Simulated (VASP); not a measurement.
# Ti (P2_1/m) in VASP: notebook, part 2 of 2

VASP 6.6.1.

### Step 4. Single point, PBEsol (atoms displaced along several vibrational modes)

File INCAR:

```
SYSTEM = Ti
PREC     = Accurate       ! precision mode
ENCUT    = 520            ! plane-wave cutoff, eV
EDIFF    = 1E-6           ! SCF threshold, eV
ISMEAR   = 0              ! smearing method
SIGMA    = 0.15           ! smearing width, eV
LREAL    = .False.        ! projectors in reciprocal space
LASPH    = .True.         ! aspherical terms in the spheres
NELM     = 60             ! most SCF steps
ALGO     = Fast           ! electronic algorithm
ISIF     = 2              ! what is computed and relaxed
LWAVE    = .False.        ! write WAVECAR
LCHARG   = .True.         ! write CHGCAR
GGA      = PS             ! functional
LELF     = .True.         ! ELF
LVHAR    = .True.       
NBANDS   = 19             ! bands
```

File KPOINTS:

```
Automatic mesh
0
Gamma
  14 14 14
  0 0 0
```

File POSCAR:

```
Ti
1.0
    0.0000000000     -3.2099008398      0.0000000000
   -3.2099008398      0.0000000000      0.0000000000
    0.0000000000      0.0000000000     -3.2099008398
Ti
2
Direct
    0.5343935858      0.5458581144      0.5000000000
   -0.0343935858     -0.0458581144      0.0000000000
```

Potentials or basis: VASP PAW PBE potentials, release 64 (Ti_sv).

On the command line:

```sh
$ cat potpaw_PBE.64/Ti_sv/POTCAR > POTCAR
$ mpirun -np 1 vasp_std > vasp.out
```

OUTCAR:

```text
SYSTEM = Ti
   PREC = Accurate
   ENCUT = 520
   EDIFF = 1E-6
   ISMEAR = 0
   LREAL = .False.
   LASPH = .True.
   NELM = 60
   ISIF = 2
   GGA = PS

 ion  position               nearest neighbor table
   1  0.534  0.546  0.500-   2 2.49   2 2.49   2 2.76   2 2.76   2 2.85   2 2.85
   2  0.966  0.954  0.000-   1 2.49   1 2.49   1 2.76   1 2.76   1 2.85   1 2.85

  LATTYP: Found a simple cubic cell.
 ALAT       =     3.2099008398

  Lattice vectors:

 A1 = (   0.0000000000,  -3.2099008398,   0.0000000000)
 A2 = (  -3.2099008398,   0.0000000000,   0.0000000000)
 A3 = (   0.0000000000,   0.0000000000,  -3.2099008398)

Analysis of symmetry for initial positions (statically):
=====================================================================
 Subroutine PRICEL returns:
 Original cell was already a primitive cell.

 Routine SETGRP: Setting up the symmetry group for a
 simple cubic supercell.

 Subroutine GETGRP returns: Found  4 space group operations
 (whereof  2 operations were pure point group operations)
 out of a pool of 48 trial point group operations.

The static configuration has the point symmetry C_1h.
 The point group associated with its full space group is C_2h.

Analysis of symmetry for dynamics (positions and initial velocities):
=====================================================================
 Subroutine PRICEL returns:
 Original cell was already a primitive cell.

 Routine SETGRP: Setting up the symmetry group for a
 simple cubic supercell.

 Subroutine GETGRP returns: Found  4 space group operations
 (whereof  2 operations were pure point group operations)
 out of a pool of 48 trial point group operations.

The dynamic configuration has the point symmetry C_1h.
 The point group associated with its full space group is C_2h.

 Subroutine INISYM returns: Found  4 space group operations
 (whereof  2 operations are pure point group operations),
 and found     1 'primitive' translations

----------------------------------------------------------------------------------------

                                     Primitive cell

  volume of cell :      33.0731

  direct lattice vectors                    reciprocal lattice vectors
     0.000000000 -3.209900840  0.000000000     0.000000000 -0.311536103  0.000000000
    -3.209900840  0.000000000  0.000000000    -0.311536103  0.000000000  0.000000000
     0.000000000  0.000000000 -3.209900840     0.000000000  0.000000000 -0.311536103

  length of vectors
     3.209900840  3.209900840  3.209900840     0.311536103  0.311536103  0.311536103

  position of ions in fractional coordinates (direct lattice)
     0.534393586  0.545858114  0.500000000
     0.965606414  0.954141886  0.000000000

  ion indices of the primitive-cell ions
   primitive index   ion index
                 1           1
                 2           2

----------------------------------------------------------------------------------------

 KPOINTS: Automatic mesh

Automatic generation of k-mesh.
 Grid dimensions read from file:
 generate k-points for:   14   14   14

 Generating k-lattice:

  Cartesian coordinates                     Fractional coordinates (reciprocal lattice)
     0.000000000 -0.022252579  0.000000000     0.071428571  0.000000000  0.000000000
    -0.022252579  0.000000000  0.000000000     0.000000000  0.071428571  0.000000000
     0.000000000  0.000000000 -0.022252579     0.000000000  0.000000000  0.071428571

  Length of vectors
     0.022252579  0.022252579  0.022252579

  Shift w.r.t. Gamma in fractional coordinates (k-lattice)
     0.000000000  0.000000000  0.000000000

 Subroutine IBZKPT returns following result:
 ===========================================

 Found    800 irreducible k-points:

 Following reciprocal coordinates:
            Coordinates               Weight
  0.000000  0.000000  0.000000      1.000000
  0.071429  0.000000  0.000000      2.000000
  0.000000  0.071429  0.000000      2.000000
  0.000000  0.000000  0.071429      2.000000
  0.142857  0.000000  0.000000      2.000000
  0.000000  0.142857  0.000000      2.000000
[... 16 lines left out ...]
  0.071429  0.071429  0.000000      2.000000
  0.000000  0.071429  0.071429      4.000000
 [... further k-points ...]
   k-points           NKPTS =    800   k-points in BZ     NKDIM =    800   number of bands    NBANDS=     19
   number of dos      NEDOS =    301   number of ions     NIONS =      2
   total plane-waves  NPLWV =  13824
   dimension x,y,z NGX =    24 NGY =   24 NGZ =   24
   dimension x,y,z NGXF=    48 NGYF=   48 NGZF=   48
   ions per type =               2
   NGX,Y,Z   is equivalent  to a cutoff of  12.43, 12.43, 12.43 a.u.
   NGXF,Y,Z  is equivalent  to a cutoff of  24.86, 24.86, 24.86 a.u.
 SYSTEM =  Ti
   PREC   = accura    normal or accurate (medium, high low for compatibility)
   ISTART =      0    job   : 0-new  1-cont  2-samecut
   ICHARG =      2    charge: 1-file 2-atom 10-const
   ISPIN  =      1    spin polarized calculation?
   LNONCOLLINEAR =      F non collinear calculations
   LSORBIT =      F    spin-orbit coupling
   LASPH  =      T    aspherical Exc in radial PAW
   ENCUT  =  520.0 eV  38.22 Ry    6.18 a.u.   5.97  5.97  5.97*2*pi/ulx,y,z
   NELM   =     60;   NELMIN=  2; NELMDL= -5     # of ELM steps
   EDIFF  = 0.1E-05   stopping-criterion for ELM
   LREAL  =      F    real-space projection
   EDIFFG = 0.1E-04   stopping-criterion for IOM
   NSW    =      0    number of steps for IOM
   IBRION =     -1    ionic relax: 0-MD 1-quasi-New 2-CG
   NFREE  =      0    steps in history (QN), initial steepest desc. (CG)
   ISIF   =      2    stress and relaxation
   ISYM   =      2    0-nonsym 1-usesym 2-fastsym
   POTIM  = 0.5000    time-step for ionic-motion
   TEBEG  =    0.0;   TEEND  =   0.0 temperature during run
   PSTRESS=    0.0 pullay stress
   NELECT =      24.0000    total number of electrons
   NUPDOWN=      -1.0000    fix difference up-down
   EMIN   =  10.00;   EMAX   =-10.00  energy-range for DOS
   EFERMI =   0.00;   METHOD = LEGACY
   ISMEAR =     0;   SIGMA  =   0.15  broadening in eV -4-tet -1-fermi 0-gaus
   EFERMI_NEDOS =   21; number of points for ismear=-14 and -15
   IALGO  =     68    algorithm
   IMIX   =      4    mixing-type and parameters
     AMIX     =   0.40;   BMIX     =  1.00
     AMIX_MAG =   1.60;   BMIX_MAG =  1.00
  volume/ion in A,a.u.               =      16.54       111.59
  Fermi-wavevector in a.u.,A,eV,Ry     =   1.471139  2.780049 29.446397  2.164249
  Thomas-Fermi vector in A             =   2.586311
   LORBIT       =      0    0 simple, 1 ext, 2 COOP (PROOUT), +10 PAW based schemes
   GGA     = PS    functional components
   LHFCALC =     F    Hartree Fock is set to
   AEXX    =    0.0000 exact exchange contribution
   IVDW    =     0    specifies the selected vdW correction
   LEPSILON=     F    determine dielectric tensor
   LRPA    =     F    only Hartree local field effects (RPA)
 non-spin polarized calculation
 RMM-DIIS sequential band-by-band and
 Gauss-broadening in eV      SIGMA  =   0.15
  energy-cutoff  :      520.00
  volume of cell :       33.07
 maximum number of plane-waves:       912
   NGX = 11   NGY = 11   NGZ = 11

 number of electron      23.9999999 magnetization

 Free energy of the ion-electron system (eV)
  ---------------------------------------------------
  ext. energy  EPLUGINS =         0.00000000
  ---------------------------------------------------
  free energy    TOTEN  =       -16.12662936 eV

  energy without entropy =      -16.07644536  energy(sigma->0) =      -16.10153736

 E-fermi :   8.4292     XC(G=0): -11.8310

 val. band max:        8.4284199384   @ k =   0.1429  -0.0714  -0.2857
 cond. band min:       8.4295322403   @ k =   0.4286  -0.3571  -0.2143
 fundamental gap:      0.0011123019
 Fermi energy:         8.4291533783

 k-point     1 :       0.0000    0.0000    0.0000
  band No.  band energies     occupation
      1     -47.7604      2.00000
      2     -47.3882      2.00000
      3     -24.2691      2.00000
      4     -24.2620      2.00000
      5     -24.0814      2.00000
      6     -23.6647      2.00000
[... 11 lines left out ...]
     18      12.3069      0.00000
     19      13.0052      0.00000

 k-point     2 :       0.0714    0.0000    0.0000
  band No.  band energies     occupation
      1     -47.7563      2.00000
      2     -47.3911      2.00000
      3     -24.2696      2.00000
      4     -24.2547      2.00000
      5     -24.0806      2.00000
      6     -23.6708      2.00000
[... 476 lines left out ...]
 k-point    24 :       0.0000    0.0714    0.0714
  band No.  band energies     occupation
      1     -47.7518      2.00000
      2     -47.3945      2.00000
      3     -24.2719      2.00000
      4     -24.2522      2.00000
      5     -24.0744      2.00000
      6     -23.6801      2.00000
[... 11 lines left out ...]
     18      12.2532      0.00000
     19      12.8096      0.00000

 [... further k-points ...]
[... 5 lines left out ...]
  --------------------------------------------------------------------------------------
  -------------------------------------------------------------------------------------
  Total        0.1561670      0.4318790      1.0770737      0.6031740      0.0000000      0.0000000
  in kB        7.5652790     20.9217406     52.1772452     29.2198761      0.0000000      0.0000000
  external PRESSURE =      26.8880883 kB  Pullay stress =       0.0000000 kB

 VOLUME and BASIS-vectors are now :
 -----------------------------------------------------------------------------
  energy-cutoff  :      520.00
  volume of cell :       33.07
      direct lattice vectors                 reciprocal lattice vectors
     0.000000000 -3.209900840  0.000000000     0.000000000 -0.311536103  0.000000000
    -3.209900840  0.000000000  0.000000000    -0.311536103  0.000000000  0.000000000
     0.000000000  0.000000000 -3.209900840     0.000000000  0.000000000 -0.311536103

 POSITION                                       TOTAL-FORCE (eV/Angst)
 -----------------------------------------------------------------------------------
     -1.75215     -1.71535     -1.60495         1.602346      1.361705      0.000000
     -3.06270     -3.09950      0.00000        -1.602346     -1.361705      0.000000
 -----------------------------------------------------------------------------------
    total drift:                               -0.000000      0.000000     -0.000000

  FREE ENERGIE OF THE ION-ELECTRON SYSTEM (eV)
  ---------------------------------------------------
  free  energy   TOTEN  =       -16.1266293649 eV

  energy  without entropy=      -16.0764453592  energy(sigma->0) =      -16.10153736
```

Run time: 22 min. Hardware: 1 thread of Intel Xeon 8259CL, shared host; peak memory 0.48 GiB.

What came out:

| Property | Result |
| --- | --- |
| Free energy | -16.1266 eV |
| Pressure | 2.7 GPa |
| Largest force | 2.103 eV/Å |
| Band gap on the k mesh | zero (bands 12 and 13 overlap by 1.39 eV) |

Forces in eV/Å, atoms in the order of the input:
```
Ti   1.602  1.362  0.000
Ti  -1.602 -1.362  0.000
```

Caveat: the cell differs from its parent crystal (atoms displaced along several vibrational modes); the PAW data sets were made with another functional, which shifts forces and pressure a little.

### Step 5. The runs side by side

```csv
cell,gap on the mesh (eV),pressure (GPa),largest force (eV/Å)
"as given, atomic positions A",none,3.1,2.30
"as given, atomic positions B",none,1.6,1.48
"as given, atomic positions C",none,2.7,2.10
```

Alike in all rows: task single point; level PBEsol; potentials or basis VASP PAW PBE potentials, release 64 (Ti_sv); no spin polarisation; k mesh 14 × 14 × 14; cutoff (eV) 520; smearing gaussian 0.15 eV.

Caveats: the PAW data sets were made with another functional, which shifts forces and pressure a little; the stress differs along the axes, from -1 to 7 GPa (at least some runs).

Total energies depend on the potentials used, so only differences within one code and one set of settings carry meaning.
